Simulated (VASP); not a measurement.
# Ta2N (C2/m) in VASP: notebook

Ta2N is run at these levels: r2SCAN; tasks: single point.

Everything below comes from runs of VASP 6.6.1. Logs are shortened: lines on timing, memory, paths and dates and some standing lists are left out, and cuts for length are marked.

## Step 1: The cell of the first run

It takes space group C2/m (No. 12, monoclinic). The conventional cell has a = 5.270 Å, b = 3.073 Å, c = 4.895 Å, α = 90.00°, β = 90.00°, γ = 90.00°. Within 3.1 Å of Ta (site symmetry m) lie 3 N at 2.16 to 2.17 Å and 12 Ta at 2.96 to 3.08 Å. N (site symmetry 2/m) has 6 Ta at 2.16 to 2.17 Å within 2.9 Å.

## Step 2: Single point, r2SCAN (strain -0.0100 x Voigt [0, 1, 0, 0, 0, 0])

Input file POSCAR:

```
Ta2N
1.0
    3.0732975851      0.0000000000      0.0000000000
   -1.5366487925      2.6349382443      0.0000000000
    0.0000000000      0.0000000000      4.8954311604
Ta N
2 1
Direct
    0.6666666667      0.3333333333      0.7429737799
    0.3333333333      0.6666666667      0.2570262201
    0.0000000000      0.0000000000      0.0000000000
```

Input file INCAR.step1:

```
PREC     = Accurate       # precision mode
ENCUT    = 520            # plane-wave cutoff, eV
ISMEAR   = 0              # smearing method
SIGMA    = 0.15           # smearing width, eV
LREAL    = F              # projectors in reciprocal space
LASPH    = T              # aspherical terms in the spheres
NELM     = 100            # most SCF steps
NBANDS   = 20             # bands
GGA      = PE             # functional
ALGO     = Normal         # electronic algorithm
EDIFF    = 1E-4           # SCF threshold, eV
LWAVE    = T              # write WAVECAR
LCHARG   = F              # write CHGCAR
```

Input file INCAR.step2:

```
PREC     = Accurate       # precision mode
ENCUT    = 520            # plane-wave cutoff, eV
EDIFF    = 1E-7           # SCF threshold, eV
ISMEAR   = 0              # smearing method
SIGMA    = 0.15           # smearing width, eV
LREAL    = F              # projectors in reciprocal space
LASPH    = T              # aspherical terms in the spheres
NELM     = 100            # most SCF steps
ALGO     = Normal         # electronic algorithm
ISIF     = 2              # what is computed and relaxed
LWAVE    = F              # write WAVECAR
LCHARG   = F              # write CHGCAR
METAGGA  = R2SCAN         # meta-GGA
LMIXTAU  = T            
NBANDS   = 20             # bands
ISTART   = 1
```

Input file KPOINTS:

```
regular mesh
0
Gamma
  18 18 10
```

Potentials or basis: VASP PAW PBE potentials, release 64 (Ta_pv, N).

On the command line:

```sh
> cat potpaw_PBE.64/Ta_pv/POTCAR potpaw_PBE.64/N/POTCAR > POTCAR
> cp INCAR.step1 INCAR
> mpirun -np 1 vasp_std > vasp.out
> cp INCAR.step2 INCAR
> mpirun -np 1 vasp_std > vasp.out
```

OUTCAR:

```text
PREC = Accurate
   ENCUT = 520
   EDIFF = 1E-7
   ISMEAR = 0
   LREAL = F
   LASPH = T
   NELM = 100
   ISIF = 2
   METAGGA = R2SCAN
   ISTART = 1

 ion  position               nearest neighbor table
   1  0.667  0.333  0.743-   3 2.16   3 2.17   3 2.17   2 2.96   2 2.97   2 2.97   2 3.07   2 3.08
                             2 3.08
   2  0.333  0.667  0.257-   3 2.16   3 2.17   3 2.17   1 2.96   1 2.97   1 2.97   1 3.07   1 3.08
                             1 3.08
   3  0.000  0.000  0.000-   2 2.16   1 2.16   2 2.17   1 2.17   1 2.17   2 2.17

  Warning from LATTYP: Monoclinic adjustment (A1->A3, A2->A1, A3->A2)!
  LATTYP: Found a base centered orthorhombic cell.
 ALAT       =     3.0732975851
 B/A-ratio  =     1.7147302995
 C/A-ratio  =     1.5928920076

  Lattice vectors:

 A1 = (   1.5366487925,  -2.6349382443,   0.0000000000)
 A2 = (   1.5366487926,   2.6349382443,   0.0000000000)
 A3 = (   0.0000000000,   0.0000000000,   4.8954311604)

Analysis of symmetry for initial positions (statically):
=====================================================================
 Subroutine PRICEL returns:
 Original cell was already a primitive cell.

 Routine SETGRP: Setting up the symmetry group for a
 base centered orthorhombic supercell.

 Subroutine GETGRP returns: Found  4 space group operations
 (whereof  4 operations were pure point group operations)
 out of a pool of  8 trial point group operations.

The static configuration has the point symmetry C_2h.

Analysis of symmetry for dynamics (positions and initial velocities):
=====================================================================
 Subroutine PRICEL returns:
 Original cell was already a primitive cell.

 Routine SETGRP: Setting up the symmetry group for a
 base centered orthorhombic supercell.

 Subroutine GETGRP returns: Found  4 space group operations
 (whereof  4 operations were pure point group operations)
 out of a pool of  8 trial point group operations.

The dynamic configuration has the point symmetry C_2h.

 Subroutine INISYM returns: Found  4 space group operations
 (whereof  4 operations are pure point group operations),
 and found     1 'primitive' translations

----------------------------------------------------------------------------------------

                                     Primitive cell

  volume of cell :      39.6430

[... 88 lines left out ...]
   ENCUT  =  520.0 eV  38.22 Ry    6.18 a.u.   5.71  5.67  9.10*2*pi/ulx,y,z
   NELM   =    100;   NELMIN=  2; NELMDL=  0     # of ELM steps
   EDIFF  = 0.1E-06   stopping-criterion for ELM
   LREAL  =      F    real-space projection
   EDIFFG = 0.1E-05   stopping-criterion for IOM
   NSW    =      0    number of steps for IOM
   IBRION =     -1    ionic relax: 0-MD 1-quasi-New 2-CG
   NFREE  =      0    steps in history (QN), initial steepest desc. (CG)
   ISIF   =      2    stress and relaxation
   ISYM   =      2    0-nonsym 1-usesym 2-fastsym
   POTIM  = 0.5000    time-step for ionic-motion
   TEBEG  =    0.0;   TEEND  =   0.0 temperature during run
   PSTRESS=    0.0 pullay stress
   NELECT =      27.0000    total number of electrons
   NUPDOWN=      -1.0000    fix difference up-down
   EMIN   =  10.00;   EMAX   =-10.00  energy-range for DOS
   EFERMI =   0.00;   METHOD = LEGACY
   ISMEAR =     0;   SIGMA  =   0.15  broadening in eV -4-tet -1-fermi 0-gaus
   EFERMI_NEDOS =   21; number of points for ismear=-14 and -15
   IALGO  =     38    algorithm
   IMIX   =      4    mixing-type and parameters
     AMIX     =   0.40;   BMIX     =  1.00
     AMIX_MAG =   1.60;   BMIX_MAG =  1.00
  volume/ion in A,a.u.               =      13.21        89.17
  Fermi-wavevector in a.u.,A,eV,Ry     =   1.440370  2.721905 28.227543  2.074666
  Thomas-Fermi vector in A             =   2.559122
   LORBIT       =      0    0 simple, 1 ext, 2 COOP (PROOUT), +10 PAW based schemes
   METAGGA = R2SCAN    functional components
   LHFCALC =     F    Hartree Fock is set to
   AEXX    =    0.0000 exact exchange contribution
   IVDW    =     0    specifies the selected vdW correction
   LEPSILON=     F    determine dielectric tensor
   LRPA    =     F    only Hartree local field effects (RPA)
 non-spin polarized calculation
 Gauss-broadening in eV      SIGMA  =   0.15
  energy-cutoff  :      520.00
  volume of cell :       39.64
 maximum number of plane-waves:      1093
   NGX = 11   NGY = 11   NGZ = 19

 number of electron      26.9999998 magnetization

 Free energy of the ion-electron system (eV)
  ---------------------------------------------------
  ext. energy  EPLUGINS =         0.00000000
  ---------------------------------------------------
  free energy    TOTEN  =      -109.02997690 eV

  energy without entropy =     -109.01712867  energy(sigma->0) =     -109.02355278

 E-fermi :   7.7722     XC(G=0): -14.0978

 val. band max:        7.7682052241   @ k =   0.1667   0.0556   0.1000
 cond. band min:       7.7750441362   @ k =  -0.1667   0.0556   0.0000
 fundamental gap:      0.0068389121
 Fermi energy:         7.7721537959

 k-point     1 :       0.0000    0.0000    0.0000
  band No.  band energies     occupation
      1     -29.2929      2.00000
      2     -28.4333      2.00000
      3     -28.4172      2.00000
      4     -28.3077      2.00000
      5     -28.2915      2.00000
      6     -28.2320      2.00000
[... 541 lines left out ...]
     19      12.2410      0.00000
     20      12.6552      0.00000

 [... further k-points ...]

------------------------ aborting loop because EDIFF is reached ----------------------------------------

  FORCE on cell =-STRESS in cart. coord.  units (eV):
  Direction    XX          YY          ZZ          XY          YZ          ZX
  --------------------------------------------------------------------------------------
  -------------------------------------------------------------------------------------
  Total        0.7543691      1.5444818      0.8650184      0.0000000      0.1568910      0.0000000
  in kB       30.4879653     62.4205172     34.9598805      0.0000000      6.3407776      0.0000000
  external PRESSURE =      42.6227877 kB  Pullay stress =       0.0000000 kB

 VOLUME and BASIS-vectors are now :
 -----------------------------------------------------------------------------
  energy-cutoff  :      520.00
  volume of cell :       39.64
      direct lattice vectors                 reciprocal lattice vectors
     3.073297585  0.000000000  0.000000000     0.325383394  0.189757768  0.000000000
    -1.536648793  2.634938244  0.000000000     0.000000000  0.379515536  0.000000000
     0.000000000  0.000000000  4.895431160     0.000000000  0.000000000  0.204272099

 POSITION                                       TOTAL-FORCE (eV/Angst)
 -----------------------------------------------------------------------------------
      1.53665      0.87831      3.63718        -0.000000     -0.014363     -0.162821
     -0.00000      1.75663      1.25825         0.000000      0.014363      0.162821
      0.00000      0.00000      0.00000         0.000000      0.000000      0.000000
 -----------------------------------------------------------------------------------
    total drift:                                0.000000     -0.000000     -0.000000

  FREE ENERGIE OF THE ION-ELECTRON SYSTEM (eV)
  ---------------------------------------------------
  free  energy   TOTEN  =      -109.0299769045 eV

  energy  without entropy=     -109.0171286651  energy(sigma->0) =     -109.02355278
```

Run time: 83 min. Hardware: 1 thread of Oxide Virtual Turin-like, shared host; peak memory 0.64 GiB.

What came out:

* Free energy: -109.0300 eV
* Pressure: 4.3 GPa
* Largest force: 0.163 eV/Å
* Band gap on the k mesh: zero (an odd number of electrons rules out a gap without spin polarisation)

Forces in eV/Å, atoms in the order of the input:
```
Ta   0.000 -0.014 -0.163
Ta   0.000  0.014  0.163
N    0.000  0.000  0.000
```

Caveat: the cell differs from its parent crystal (strain -0.0100 x Voigt [0, 1, 0, 0, 0, 0]); the cell stands under pressure; the PAW data sets were made with another functional, which shifts forces and pressure a little; spin-orbit coupling is left out, which moves the levels of the heavy elements.

## Step 3: Single point, r2SCAN (strain -0.0150 x Voigt [0, 1, 0, 0, 0, 0])

POSCAR, as its differences from that of step 2:

```diff
@@ -3,3 +3,3 @@
     3.0732975851      0.0000000000      0.0000000000
-   -1.5366487925      2.6349382443      0.0000000000
+   -1.5366487925      2.6216304754      0.0000000000
     0.0000000000      0.0000000000      4.8954311604
```

Input file INCAR.step1:

```
SYSTEM = Ta2N
PREC     = Accurate       ! precision mode
ENCUT    = 520            ! plane-wave cutoff, eV
ISMEAR   = 0              ! smearing method
SIGMA    = 0.15           ! smearing width, eV
LREAL    = .FALSE.        ! projectors in reciprocal space
LASPH    = .TRUE.         ! aspherical terms in the spheres
NELM     = 60             ! most SCF steps
NBANDS   = 20             ! bands
GGA      = PE             ! functional
ALGO     = Normal         ! electronic algorithm
EDIFF    = 1E-4           ! SCF threshold, eV
LWAVE    = .TRUE.         ! write WAVECAR
LCHARG   = .FALSE.        ! write CHGCAR
```

Input file INCAR.step2:

```
SYSTEM = Ta2N
PREC     = Accurate       ! precision mode
ENCUT    = 520            ! plane-wave cutoff, eV
EDIFF    = 1E-7           ! SCF threshold, eV
ISMEAR   = 0              ! smearing method
SIGMA    = 0.15           ! smearing width, eV
LREAL    = .FALSE.        ! projectors in reciprocal space
LASPH    = .TRUE.         ! aspherical terms in the spheres
NELM     = 60             ! most SCF steps
ALGO     = Normal         ! electronic algorithm
ISIF     = 2              ! what is computed and relaxed
LWAVE    = .FALSE.        ! write WAVECAR
LCHARG   = .TRUE.         ! write CHGCAR
METAGGA  = R2SCAN         ! meta-GGA
LMIXTAU  = .TRUE.       
LELF     = .TRUE.         ! ELF
LVHAR    = .TRUE.       
NBANDS   = 20             ! bands
ISTART   = 1
```

Input file KPOINTS:

```
Automatic mesh
0
G
  18 18 10
  0 0 0
```

Potentials or basis: VASP PAW PBE potentials, release 64 (Ta_pv, N).

On the command line:

```sh
> cat potpaw_PBE.64/Ta_pv/POTCAR potpaw_PBE.64/N/POTCAR > POTCAR
> cp INCAR.step1 INCAR
> mpirun -np 1 vasp_std > vasp.out
> cp INCAR.step2 INCAR
> mpirun -np 1 vasp_std > vasp.out
```

Run time: 81 min. Hardware: 1 thread of Oxide Virtual Turin-like, shared host; peak memory 0.64 GiB.

It converged, with:

| Quantity | Value |
| --- | --- |
| Free energy | -109.0204 eV |
| Pressure | 5.9 GPa |
| Largest force | 0.213 eV/Å |
| Band gap on the k mesh | zero (an odd number of electrons rules out a gap without spin polarisation) |

Forces on the atoms (eV/Å):
```
Ta   0.000 -0.024 -0.211
Ta   0.000  0.024  0.211
N    0.000  0.000  0.000
```

Stress tensor (GPa, compression positive):
```
4.03 0.00 0.00
0.00 8.90 1.00
0.00 1.00 4.81
```

Levels at points of the mesh, in eV from the Fermi level:
| k point | band 9 | band 10 | band 11 | band 12 | band 13 | band 14 | band 15 | band 16 | band 17 | band 18 |
| --- | --- | --- | --- | --- | --- | --- | --- | --- | --- | --- |
| (0.00, 0.00, 0.00) | -6.44 | -6.32 | -5.47 | -0.91 | -0.37 | -0.09 | 0.09 | 0.53 | 0.63 | 1.09 |
| (0.50, 0.00, 0.00) | -7.16 | -6.73 | -4.94 | -2.95 | -1.54 | 1.48 | 2.29 | 4.21 | 4.29 | 4.58 |
| (0.00, 0.50, 0.00) | -7.17 | -6.85 | -4.94 | -2.89 | -1.49 | 1.58 | 2.21 | 4.28 | 4.33 | 4.48 |
| (0.00, 0.00, 0.50) | -6.62 | -6.50 | -3.40 | -3.04 | -1.18 | -0.90 | 1.74 | 2.39 | 2.49 | 2.65 |
| (0.50, 0.00, 0.50) | -7.30 | -6.45 | -3.61 | -2.50 | -2.28 | -0.64 | 0.83 | 3.78 | 4.16 | 4.43 |
| (0.00, 0.50, 0.50) | -7.32 | -6.57 | -3.56 | -2.39 | -2.28 | -0.59 | 0.69 | 3.92 | 4.10 | 4.51 |

Caveat: the cell differs from its parent crystal (strain -0.0150 x Voigt [0, 1, 0, 0, 0, 0]); the cell stands under pressure; the PAW data sets were made with another functional, which shifts forces and pressure a little; spin-orbit coupling is left out, which moves the levels of the heavy elements.
